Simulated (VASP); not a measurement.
Write the native input for VASP 6.6.1 that does the following.

```
Task                   : single point
Functional             : PBE
Potentials or basis    : VASP PAW PBE potentials, release 64 (In_d, Cu)
Cutoff                 : 520 eV
k mesh                 : 4 × 4 × 4
Occupations            : gaussian, width 0.1 eV
Spin                   : no spin polarisation
Dipole correction      : no
Further INCAR settings : ALGO = Normal; EDIFF = 1e-07; NBANDS = 33
```

The structure of In3Cu lies in POSCAR:

```
In3Cu
1.0
    4.0870131800      0.0000000000      0.0000000000
    0.0000000000      4.0870131800      0.0000000000
    0.0000000000      0.0000000000      5.4185322700
In Cu
3 1
Direct
    0.5000000000      0.0000000000      0.5371416700
    0.0000000000      0.5000000000      0.5371416700
    0.0000000000      0.0000000000      0.2104428300
    0.0000000000      0.0000000000      0.6918496100
```

The input as run:

INCAR

```
  PREC = Accurate
  ENCUT = 520
  EDIFF = 1E-7
  ISMEAR = 0
  SIGMA = 0.1
  LREAL = F
  LASPH = T
  NELM = 100
  ALGO = Normal
  ISIF = 2
  LWAVE = F
  LCHARG = F
  GGA = PE
  NBANDS = 33
```

KPOINTS

```
Automatic mesh
0
Gamma
  4 4 4
```

Potentials or basis: VASP PAW PBE potentials, release 64 (In_d, Cu).

Command:

```console
$ cat potpaw_PBE.64/In_d/POTCAR potpaw_PBE.64/Cu/POTCAR > POTCAR
$ mpirun -np 1 vasp_std > vasp.out
```

It gave:

| Item | Value |
| --- | --- |
| Pressure | 35.6 GPa |
| Largest force | 6.716 eV/Å |
| Band gap on the k mesh | zero (band 25 reaches 8.60 eV, above the bottom of band 26 at 5.97 eV) |

Caveat: the k points lie up to 0.38 Å⁻¹ apart; spin-orbit coupling is left out, which moves the levels of the heavy elements; forces of over 1 eV/Å act on the atoms, so gaps and moduli don't describe the material at rest.

Wall time 58 s on 1 thread of Intel(R) Xeon(R) Platinum 8259CL CPU @ 2.50GHz (Skylake/Cascade Lake), on a shared host, peak memory 0.2 GiB.
